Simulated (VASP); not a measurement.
Be6S, 7 atoms in the cell. The structure is trigonal, space group R-3 (No. 148). Conventional cell: a = 3.867 Å, b = 3.867 Å, c = 16.934 Å, α = 90.00°, β = 90.00°, γ = 120.00°. Be (site symmetry 1) has 9 Be at 2.23 to 2.24 Å and 1 S at 2.31 Å within 2.9 Å. Within 3.1 Å of S (site symmetry -3) lie 6 Be at 2.31 Å. 

```yaml
Program: VASP 6.6.1
Task: single point
Functional: PBE
Potentials_or_basis: VASP PAW PBE potentials, release 64 (Be, S)
Cutoff: 520 eV
k_mesh: 5 × 5 × 5
Occupations: gaussian, width 0.2 eV
Spin: no spin polarisation
Dipole_correction: no
Further_INCAR_settings: ALGO = Normal; EDIFF = 1e-06; NBANDS = 18
```

Potentials or basis: VASP PAW PBE potentials, release 64 (Be, S).

Launch:

```bash
$ cat potpaw_PBE.64/Be/POTCAR potpaw_PBE.64/S/POTCAR > POTCAR
$ mpirun -np 1 vasp_std > vasp.out
```

Hardware: 1 thread of Intel(R) Xeon(R) 6975P-C (Granite Rapids), with other jobs on the host.

Estimate the wall time of this run.

Run time: 33 s on 1 thread of Intel(R) Xeon(R) 6975P-C (Granite Rapids), with other jobs on the host, peak memory 0.29 GiB. Counts: scf iterations 14, k points 23.
